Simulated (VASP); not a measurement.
Write the native input for VASP 6.6.1 that does the following.

| Property | Result |
| --- | --- |
| Task | single point |
| Functional | PBEsol |
| Potentials or basis | VASP PAW PBE potentials, release 64 (Si) |
| Cutoff | 520 eV |
| k mesh | 9 × 7 × 1 |
| Occupations | gaussian, width 0.05 eV |
| Spin | no spin polarisation |
| Dipole correction | yes |
| Further INCAR settings | ALGO = Normal; EDIFF = 1e-07; NBANDS = 36 |

The structure of Si lies in POSCAR:

```
Si
1.0
    3.8417168285      0.0000000000      0.0000000000
    0.0000000000      5.4330080417      0.0000000000
    0.0000000000      0.0000000000     24.6042920713
Si
12
Direct
    0.5000000000      0.0000000000      0.3048248646
    0.0000000000      0.2500000000      0.3048248646
    0.0000000000      0.5000000000      0.3828949188
    0.5000000000      0.7500000000      0.3828949188
    0.5000000000      0.0000000000      0.4609649729
    0.0000000000      0.2500000000      0.4609649729
    0.0000000000      0.5000000000      0.5390350271
    0.5000000000      0.7500000000      0.5390350271
    0.5000000000      0.0000000000      0.6171050812
    0.0000000000      0.2500000000      0.6171050812
    0.0000000000      0.5000000000      0.6951751354
    0.5000000000      0.7500000000      0.6951751354
```

The input as run:

INCAR

```
PREC = Accurate
ENCUT = 520
EDIFF = 1E-7
ISMEAR = 0
SIGMA = 0.05
LREAL = False
LASPH = True
NELM = 100
ALGO = Normal
ISIF = 2
LWAVE = False
LCHARG = False
LDIPOL = True
IDIPOL = 3
DIPOL = 0.5 0.5 0.500
GGA = PS
NBANDS = 36
```

KPOINTS

```
regular mesh
0
Gamma
  9 7 1
```

Potentials or basis: VASP PAW PBE potentials, release 64 (Si).

Run with:

```bash
$ cat potpaw_PBE.64/Si/POTCAR > POTCAR
$ mpirun -np 1 vasp_std > vasp.out
```

Results of the run:

```
Largest force          : 0.563 eV/Å
Band gap on the k mesh : zero (bands 24 and 25 overlap by 0.39 eV)
```

Caveat: the PAW data sets were made with another functional, which shifts forces and pressure a little.

It took 6.9 min on 1 thread of Intel(R) Xeon(R) Platinum 8488C (Sapphire Rapids) (shared host), peak memory 0.63 GiB.
